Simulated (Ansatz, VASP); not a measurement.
**Pb in VASP and in Ansatz**

```
CELL_PARAMETERS angstrom
-1.97966 1.97966 1.97966
1.97966 -1.97966 1.97966
1.97966 1.97966 -1.97966
ATOMIC_POSITIONS crystal
Pb 0.00000 0.00000 0.00000
```

Alike in both runs: task single point; functional PBE0; k mesh 6 × 6 × 6; occupations fermi-dirac, width 0.05 eV; no spin polarisation.

```csv
,VASP,Ansatz
version,VASP 6.6.1,Ansatz 0.2.0
potentials or method,"VASP PAW PBE potentials, release 64 (Pb_d)",Ansatz PAW
plane-wave cutoff (eV),520,420
valence electrons in the cell,14,14
```

|  | VASP | Ansatz | Ansatz less VASP |
| --- | --- | --- | --- |
| gap on the k mesh at the Fermi level (eV) | none | none | - |
| pressure (GPa) | -1.0 | -0.8 | +0.14 |

A gap of «none» marks a metal or a gap that the smearing closes.

The k mesh is coarse, so the values compare programs but aren't converged. Spin-orbit coupling is off throughout.
